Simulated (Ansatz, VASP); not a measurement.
Two plane-wave programs on Au2I3

```
Au I
1.0
     4.92223    0.00000    0.00000
    -2.46111    4.26277    0.00000
     0.00000    0.00000    7.65819
Au I
2 3
Direct
  0.33333 0.66667 0.24500
  0.66667 0.33333 0.75500
  0.00000 0.00000 0.00000
  0.33333 0.66667 0.64500
  0.66667 0.33333 0.35500
```

Alike in both runs: task single point; functional PBE; k mesh 6 × 6 × 4; occupations gaussian, width 0.1 eV; no spin polarisation.

|  | VASP | Ansatz |
| --- | --- | --- |
| version | VASP 6.6.1 | Ansatz 0.2.0 |
| potentials or method | VASP PAW PBE potentials, release 64 (Au, I), cutoff 520 eV | scalar-relativistic, plane waves, PAW |
| valence electrons in the cell | 43 | 89 |

|  | VASP | Ansatz | Ansatz less VASP |
| --- | --- | --- | --- |
| gap on the k mesh at the Fermi level (eV) | none | none | - |
| pressure (GPa) | -0.3 | -0.2 | +0.07 |
| traceless stress, the component that is largest in VASP (GPa) | 3.22 | 3.22 | -0.004 |
| rms of the force components (eV/Å) | 0.315 | 0.315 | +0.0002 |

Atom by atom the forces differ by 0.003 eV/Å (rms over components). A gap of «none» marks a metal or a gap that the smearing closes. The functional is the same, so the differences come from potentials, cutoffs and numerics. VASP's potentials hold 43 valence electrons a cell and Ansatz's 89, so a difference there can come from the potentials and not from the codes.

Spin-orbit coupling is off throughout.
